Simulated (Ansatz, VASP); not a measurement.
**Two plane-wave programs on FeO**

File INCAR:

```
SYSTEM = FeO
ALGO = Normal ; EDIFF = 1E-6
ENCUT = 700 ; GGA_COMPAT = .False.
ISIF = 2 ; ISMEAR = 0
ISPIN = 2 ; LASPH = .True.
LCHARG = .False. ; LDAU = .True.
LDAUJ = 0.9 0 ; LDAUL = 2 -1
LDAUPRINT = 1 ; LDAUTYPE = 1
LDAUU = 5 0 ; LMAXMIX = 4
LORBIT = 11 ; LREAL = .False.
LWAVE = .False. ; MAGMOM = 3.78 0.25
NBANDS = 22 ; NELM = 200
PREC = Accurate ; SIGMA = 0.05
```

KPOINTS

```
k-points
0
Gamma
  8 8 8
  0 0 0
```

The input POSCAR:

```
FeO
1.0
    0.0000000000      2.1554001600      2.1554001600
    2.1554001600      0.0000000000      2.1554001600
    2.1554001600      2.1554001600      0.0000000000
Fe O
1 1
Direct
    0.0000000000      0.0000000000      0.0000000000
    0.5000000000      0.5000000000      0.5000000000
```

Input for Ansatz:

```yaml
crystal:
  lattice:
    - [0.0, 2.15540016, 2.15540016]
    - [2.15540016, 0.0, 2.15540016]
    - [2.15540016, 2.15540016, 0.0]
  atoms:
    - { symbol: Fe, position: [0.0, 0.0, 0.0], spin: 4.0 }
    - { symbol: O, position: [0.5, 0.5, 0.5] }
basis:
  ecutwfc: 420
  ecutrho_ratio: 4
kpoints:
  mp_grid: { grid: [8, 8, 8] }
hamiltonian:
  xc: lda
  hubbard:
    sites:
      - { site: 0, l: d, u: 5.0, j: 0.9, starting_ns: [{ spin: up, occupation_matrix: s0up }, { spin: down, occupation_matrix: s0down }] }
    occupation_matrices:
      s0up:
        matrix:
          - [0.97, 0.0, 0.0, 0.0, 0.0]
          - [0.0, 0.97, 0.0, 0.0, 0.0]
          - [0.0, 0.0, 0.97, 0.0, 0.0]
          - [0.0, 0.0, 0.0, 0.97, 0.0]
          - [0.0, 0.0, 0.0, 0.0, 0.97]
      s0down:
        matrix:
          - [0.02, 0.0, 0.0, 0.0, 0.0]
          - [0.0, 0.02, 0.0, 0.0, 0.0]
          - [0.0, 0.0, 0.02, 0.0, 0.0]
          - [0.0, 0.0, 0.0, 0.02, 0.0]
          - [0.0, 0.0, 0.0, 0.0, 0.97]
    ns_hold: { iters: 10 }
scf:
  occupations: { method: gaussian, width: 0.05 }
  lower_state_search: "off"
  max_iter: 150
output:
  forces: true
  stress: true
  eigenvalues: true
  populations: true
  hubbard: { sites: [{ site: 0, l: d }] }
  write_density: true
  write_potential: true
  elf: true
  volumetric_format: npy
magnetization:
  spin_polarized: true
```

Alike in both runs: task single point; functional LDA; k mesh 8 × 8 × 8; occupations gaussian, width 0.05 eV; collinear spin; Hubbard terms Fe d U = 5.0 eV, J = 0.9 eV.

|  | VASP | Ansatz |
| --- | --- | --- |
| version | VASP 6.6.1 | Ansatz 0.2.0 |
| potentials or method | VASP PAW LDA potentials, release 64 (Fe_sv, O), cutoff 700 eV | scalar-relativistic, plane waves, PAW |
| valence electrons in the cell | 22 | 22 |

Ansatz gave:

```
pressure (GPa)                                                : -0.7
traceless stress, the component that is largest in VASP (GPa) : 5.47
net moment per atom (μB)                                      : 2.00
size of the moment on the site where the two differ most (μB) : 3.43
```

**Question.** Estimate VASP's values.

**Answer.** Pressure (GPa): -15.1; traceless stress, the component that is largest in VASP (GPa): 0.00; net moment per atom (μB): 2.00; size of the moment on the site where the two differ most (μB): 3.62.

LDA's correlation is that of Perdew and Zunger in VASP and of Perdew and Wang (1992) in Ansatz. Site moments also hang on the region over which each program counts them. The programs project onto different local orbitals, so the same U acts differently, and such runs can settle in different states. Ansatz's warnings: symmetry narrowed by occupation matrices.
